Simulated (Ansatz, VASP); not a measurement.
## Al5P2: VASP beside Ansatz

```
CELL_PARAMETERS angstrom
3.71341 -0.00793 0.01026
-0.00793 3.78220 0.02452
0.02684 0.06417 10.24533
ATOMIC_POSITIONS crystal
Al 0.00069 0.00142 0.00375
Al 0.49578 0.51467 0.70949
Al 0.50059 0.50912 0.28936
Al 0.49388 0.00065 0.51717
Al 0.98524 0.51109 0.48588
P 0.50924 0.98860 0.13384
P 0.01456 0.47444 0.86051
```

Change from the starting cell: cell x1, atoms moved at random (sigma 0.05 Å) and cell strained at random (1.5 %), then relaxed without symmetry.

Alike in both runs: task relaxation of cell and atoms; functional PBE; k mesh 6 × 6 × 2; occupations gaussian, width 0.2 eV; no spin polarisation.

|  | VASP | Ansatz |
| --- | --- | --- |
| version | VASP 6.6.1 | Ansatz 0.2.0 |
| potentials or method | VASP PAW PBE potentials, release 64 (Al, P), cutoff 600 eV | scalar-relativistic, plane waves, PAW |
| valence electrons in the cell | 25 | 25 |

|  | VASP | Ansatz | Ansatz less VASP |
| --- | --- | --- | --- |
| gap on the k mesh at the Fermi level, each at its own relaxed structure (eV) | none | none | - |
| relaxed volume (Å³/atom) | 20.70 | 20.70 | +0.004 |
| relaxed length of the cell vector where the two differ most in proportion (Å) | 3.794 | 3.796 | +0.0017 |

A gap of «none» marks a metal or a gap that the smearing closes.
